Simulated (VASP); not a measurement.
Input of a VASP 6.6.1 run:

INCAR

```
SYSTEM = Te
PREC     = Accurate       ! precision mode
ENCUT    = 520            ! plane-wave cutoff, eV
EDIFF    = 1E-7           ! SCF threshold, eV
ISMEAR   = -1             ! smearing method
SIGMA    = 0.1            ! smearing width, eV
LREAL    = .FALSE.        ! projectors in reciprocal space
LASPH    = .TRUE.         ! aspherical terms in the spheres
NELM     = 60             ! most SCF steps
ALGO     = Normal         ! electronic algorithm
ISIF     = 2              ! what is computed and relaxed
LWAVE    = .FALSE.        ! write WAVECAR
LCHARG   = .FALSE.        ! write CHGCAR
GGA      = PE             ! functional
NBANDS   = 13             ! bands
```

The input KPOINTS:

```
Automatic mesh
0
G
  10 10 10
  0 0 0
```

The input POSCAR:

```
Te
1.0
    0.0000000000      3.2788292006      3.2788292006
    3.2788292006      0.0000000000      3.2788292006
    3.2788292006      3.2788292006      0.0000000000
Te
2
Direct
   -0.1250000000     -0.1250000000     -0.1250000000
    0.1250000000      0.1250000000      0.1250000000
```

Potentials or basis: VASP PAW PBE potentials, release 64 (Te).

Launch:

```console
$ cat potpaw_PBE.64/Te/POTCAR > POTCAR
$ mpirun -np 1 vasp_std > vasp.out
```

**Question.** Estimate the pressure.

**Answer.** 13.1 GPa.

**Question.** What does it give for the band gap on the k mesh?

**Answer.** Zero (bands 6 and 7 overlap by 1.56 eV).

Caveat: the cell stands under pressure; spin-orbit coupling is left out, which moves the levels of the heavy elements.
